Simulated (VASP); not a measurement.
# CdTe (I-4m2) in VASP: a series of runs, part 2 of 2

VASP 6.6.1. Earlier steps stand in the parts before.

## 4. Single point, PBEsol

This run uses another cell than the first one, of the same volume but with other edges.

INCAR reads:

```
SYSTEM = CdTe
PREC = Accurate
ENCUT = 520
EDIFF = 1E-6
ISMEAR = 0
SIGMA = 0.05
LREAL = .FALSE.
LASPH = .TRUE.
NELM = 60
ALGO = Normal
ISIF = 2
LWAVE = .FALSE.
LCHARG = .FALSE.
GGA = PS
NBANDS = 16
```

KPOINTS reads:

```
regular mesh
0
G
  8 8 8
  0 0 0
```

POSCAR reads:

```
CdTe
1.0
    0.0000000000      3.4252932798      2.9114992878
    3.4252932798      0.0000000000      2.9114992878
    3.4252932798      3.4252932798      0.0000000000
Cd Te
1 1
Direct
    0.0000000000      0.0000000000      0.0000000000
    0.7500000000      0.7500000000      0.7500000000
```

Potentials or basis: VASP PAW PBE potentials, release 64 (Cd, Te).

On the command line:

```bash
$ cat potpaw_PBE.64/Cd/POTCAR potpaw_PBE.64/Te/POTCAR > POTCAR
$ mpirun -np 1 vasp_std > vasp.out
```

OUTCAR:

```text
SYSTEM = CdTe
   PREC = Accurate
   ENCUT = 520
   EDIFF = 1E-6
   ISMEAR = 0
   LREAL = .FALSE.
   LASPH = .TRUE.
   NELM = 60
   ISIF = 2
   GGA = PS

 ion  position               nearest neighbor table
   1  0.000  0.000  0.000-   2 2.83   2 2.83   2 2.83   2 2.83
   2  0.750  0.750  0.750-   1 2.83   1 2.83   1 2.83   1 2.83

  LATTYP: Found a body centered tetragonal cell.
 ALAT       =     4.8440962114
 C/A-ratio  =     1.2020815280

  Lattice vectors:

[... 645 lines left out ...]

  FORCE on cell =-STRESS in cart. coord.  units (eV):
  Direction    XX          YY          ZZ          XY          YZ          ZX
  --------------------------------------------------------------------------------------
  -------------------------------------------------------------------------------------
  Total       -0.4125309     -0.4125309      0.4415173      0.0000000     -0.0000000      0.0000000
  in kB       -9.6744178     -9.6744178     10.3541892      0.0000000     -0.0000000      0.0000000
  external PRESSURE =      -2.9982155 kB  Pullay stress =       0.0000000 kB

 VOLUME and BASIS-vectors are now :
 -----------------------------------------------------------------------------
  energy-cutoff  :      520.00
  volume of cell :       68.32
      direct lattice vectors                 reciprocal lattice vectors
     0.000000000  3.425293280  2.911499288    -0.145972902  0.145972902  0.171732826
     3.425293280  0.000000000  2.911499288     0.145972902 -0.145972902  0.171732826
     3.425293280  3.425293280  0.000000000     0.145972902  0.145972902 -0.171732826

 POSITION                                       TOTAL-FORCE (eV/Angst)
 -----------------------------------------------------------------------------------
      0.00000      0.00000      0.00000        -0.000000     -0.000000     -0.000000
      5.13794      5.13794      4.36725         0.000000      0.000000      0.000000
 -----------------------------------------------------------------------------------
    total drift:                               -0.000000     -0.000000      0.000001

  FREE ENERGIE OF THE ION-ELECTRON SYSTEM (eV)
  ---------------------------------------------------
  free  energy   TOTEN  =        -5.4379627373 eV

  energy  without entropy=       -5.4379627354  energy(sigma->0) =       -5.43796274
```

stdout:

```text
POSCAR found type information on POSCAR CdTe
 POSCAR found :  2 types and       2 ions
 scaLAPACK will be used
 -----------------------------------------------------------------------------
|                                                                             |
|                                                                             |
|     You enforced a specific xc type in the INCAR file but a different       |
|     I HOPE YOU KNOW WHAT YOU ARE DOING!                                     |
|                                                                             |
 -----------------------------------------------------------------------------

 LDA part: xc-table for (Slater+PW92), standard interpolation
 POSCAR, INCAR and KPOINTS ok, starting setup
 FFT: planning ... GRIDC
 FFT: planning ... GRID_SOFT
 FFT: planning ... GRID
 WAVECAR not read
 entering main loop
```

Wall time 33 s (1 thread of Intel Xeon 6975P-C (Granite Rapids), shared host); peak memory 0.24 GiB.

Results:

```
Free energy            : -5.4380 eV
Pressure               : -0.3 GPa
Band gap on the k mesh : 0.33 eV, direct
```

Caveat: the PAW data sets were made with another functional, which shifts forces and pressure a little; spin-orbit coupling is left out, which moves the levels of the heavy elements.

## 5. Single point, PBEsol

This run uses another cell than the first one, of the same volume but with other edges.

INCAR reads:

```
ALGO     = Normal         # electronic algorithm
EDIFF    = 1E-7           # SCF threshold, eV
ENCUT    = 520            # plane-wave cutoff, eV
GGA      = PS             # functional
ISIF     = 2              # what is computed and relaxed
ISMEAR   = 0              # smearing method
LASPH    = True           # aspherical terms in the spheres
LCHARG   = False          # write CHGCAR
LREAL    = False          # projectors in reciprocal space
LWAVE    = False          # write WAVECAR
NBANDS   = 16             # bands
NELM     = 100            # most SCF steps
PREC     = Accurate       # precision mode
SIGMA    = 0.05           # smearing width, eV
```

KPOINTS reads:

```
k-points
0
Gamma
  8 8 8
```

POSCAR reads:

```
CdTe
1.0
    0.0000000000      3.0533528088      3.6640233705
    3.0533528088      0.0000000000      3.6640233705
    3.0533528088      3.0533528088      0.0000000000
Cd Te
1 1
Direct
    0.0000000000      0.0000000000      0.0000000000
    0.7500000000      0.7500000000      0.7500000000
```

On the command line:

```bash
$ cat potpaw_PBE.64/Cd/POTCAR potpaw_PBE.64/Te/POTCAR > POTCAR
$ mpirun -np 1 vasp_std > vasp.out
```

Wall time 42 s (1 thread of Intel Xeon 6975P-C (Granite Rapids), shared host); peak memory 0.23 GiB.

It converged, with:

```
Free energy            : -5.3875 eV
Pressure               : -0.3 GPa
Band gap on the k mesh : 0.23 eV, direct
```

Stress tensor (GPa, compression positive):
```
 1.13  0.00  0.00
 0.00  1.13  0.00
 0.00  0.00 -3.24
```

Levels at points of the mesh, in eV from the valence-band top:
| k point | band 7 | band 8 | band 9 | band 10 | band 11 | band 12 |
| --- | --- | --- | --- | --- | --- | --- |
| (0.00, 0.00, 0.00) | -0.82 | 0.00 | 0.00 | 0.23 | 4.46 | 4.46 |
| (0.50, 0.00, 0.00) | -4.62 | -1.48 | -0.49 | 1.19 | 4.78 | 5.51 |
| (0.50, 0.50, 0.00) | -5.08 | -1.50 | -1.50 | 2.82 | 3.26 | 7.46 |
| (0.50, 0.00, 0.50) | -4.19 | -2.40 | -2.14 | 1.94 | 2.06 | 7.56 |

Caveat: the PAW data sets were made with another functional, which shifts forces and pressure a little; spin-orbit coupling is left out, which moves the levels of the heavy elements.

## 6. Single point, PBEsol

This run uses another cell than the first one, of the same volume but with other edges.

INCAR reads:

```
ALGO     = Normal         # electronic algorithm
EDIFF    = 1E-6           # SCF threshold, eV
ENCUT    = 520            # plane-wave cutoff, eV
GGA      = PS             # functional
ISIF     = 2              # what is computed and relaxed
ISMEAR   = 0              # smearing method
LASPH    = T              # aspherical terms in the spheres
LCHARG   = T              # write CHGCAR
LELF     = T              # ELF
LREAL    = F              # projectors in reciprocal space
LVHAR    = T            
LWAVE    = F              # write WAVECAR
NBANDS   = 16             # bands
NELM     = 100            # most SCF steps
PREC     = Accurate       # precision mode
SIGMA    = 0.05           # smearing width, eV
```

KPOINTS is that of step 5.

POSCAR reads:

```
CdTe
1.0
    0.0000000000      3.5248383385      2.7493739040
    3.5248383385      0.0000000000      2.7493739040
    3.5248383385      3.5248383385      0.0000000000
Cd Te
1 1
Direct
    0.0000000000      0.0000000000      0.0000000000
    0.7500000000      0.7500000000      0.7500000000
```

Potentials or basis: VASP PAW PBE potentials, release 64 (Cd, Te).

On the command line:

```bash
$ cat potpaw_PBE.64/Cd/POTCAR potpaw_PBE.64/Te/POTCAR > POTCAR
$ mpirun -np 1 vasp_std > vasp.out
```

It took 51 s on 1 thread of Intel Xeon 6975P-C (Granite Rapids), shared host; peak memory 0.25 GiB.

It converged, with:

```
Free energy            : -5.3806 eV
Pressure               : -0.9 GPa
Band gap on the k mesh : 0.17 eV, direct
```

Stress tensor (GPa, compression positive):
```
-1.80  0.00  0.00
 0.00 -1.80  0.00
 0.00  0.00  0.88
```

Levels at points of the mesh, in eV from the valence-band top:
```tsv
k point	band 5	band 6	band 7	band 8	band 9	band 10	band 11	band 12	band 13	band 14
(0.00, 0.00, 0.00)	-8.28	-8.23	-0.53	-0.53	0.00	0.17	4.54	4.62	4.62	7.12
(0.50, 0.00, 0.00)	-8.22	-7.94	-4.59	-1.52	-0.64	1.08	4.22	5.84	7.05	7.89
(0.50, 0.50, 0.00)	-8.21	-7.57	-3.68	-2.73	-2.73	1.10	1.89	8.69	8.69	9.18
(0.50, 0.00, 0.50)	-8.26	-7.95	-4.86	-1.77	-1.44	2.57	3.07	7.23	7.41	7.95
```

Caveat: the PAW data sets were made with another functional, which shifts forces and pressure a little; spin-orbit coupling is left out, which moves the levels of the heavy elements.

## 7. Overview

| cell | gap on the mesh (eV) | pressure (GPa) |
| --- | --- | --- |
| a = 4.461, b = 4.461, c = 5.151 Å, angles 54.7, 54.7, 70.5°, 2 atoms | 0.05 | -1.8 |
| a = 5.007, b = 5.007, c = 4.088 Å, angles 65.9, 65.9, 48.2°, 2 atoms | none | -1.2 |
| a = 4.495, b = 4.495, c = 4.844 Å, angles 57.4, 57.4, 65.2°, 2 atoms | 0.33 | -0.3 |
| a = 4.769, b = 4.769, c = 4.318 Å, angles 63.1, 63.1, 53.8°, 2 atoms | 0.23 | -0.3 |
| a = 4.470, b = 4.470, c = 4.985 Å, angles 56.1, 56.1, 67.8°, 2 atoms | 0.17 | -0.9 |

Alike in all rows: task single point; level PBEsol; potentials or basis VASP PAW PBE potentials, release 64 (Cd, Te); no spin polarisation; k mesh 8 × 8 × 8; cutoff (eV) 520; smearing gaussian 0.05 eV.

Caveats: the PAW data sets were made with another functional, which shifts forces and pressure a little; spin-orbit coupling is left out, which moves the levels of the heavy elements.

Total energies depend on the potentials used, so only differences within one code and one set of settings carry meaning.
